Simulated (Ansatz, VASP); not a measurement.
## HfO2 in VASP and in Ansatz

```
Hf O
1.0
     5.16125    0.00000   -0.01582
     0.00000    5.21172    0.00000
    -0.88204    0.00000    5.27923
Hf O
4 8
Direct
  0.27574 0.04289 0.20837
  0.72426 0.54289 0.29163
  0.72426 0.95711 0.79163
  0.27574 0.45711 0.70837
  0.44917 0.75720 0.47662
  0.55083 0.25720 0.02338
  0.55083 0.24280 0.52338
  0.44917 0.74280 0.97662
  0.06711 0.32857 0.34850
  0.93289 0.82857 0.15150
  0.93289 0.67143 0.65150
  0.06711 0.17143 0.84850
```

Alike in both runs: task electric field gradients; functional PBE; k mesh 6 × 6 × 6; no spin polarisation.

|  | VASP | Ansatz |
| --- | --- | --- |
| version | VASP 6.6.1 | Ansatz 0.2.0 |
| potentials or method | VASP PAW PBE potentials, release 64 (Hf_pv, O), cutoff 520 eV | scalar-relativistic, plane waves, PAW |
| occupations | gaussian, width 0.01 eV | fixed |
| valence electrons in the cell | 88 | 152 |

|  | VASP | Ansatz | Ansatz less VASP |
| --- | --- | --- | --- |
| gap on the k mesh at the Fermi level (eV) | 4.00 | 4.04 | +0.043 |
| least direct gap on the mesh (eV) | 4.08 | 4.12 | +0.046 |
| pressure (GPa) | -3.0 | 0.0 | +3.04 |
| traceless stress, the component that is largest in VASP (GPa) | -0.19 | 0.00 | +0.190 |
| rms of the force components (eV/Å) | 0.034 | 0.000 | -0.0340 |
| size of Vzz on the site where it differs most (V/Å²) | 95.7 | 115.1 | +19.44 |

Atom by atom the forces differ by 0.034 eV/Å (rms over components). VASP's potentials hold 88 valence electrons a cell and Ansatz's 152, so a difference there can come from the potentials and not from the codes.

Neither program's run includes spin-orbit coupling.
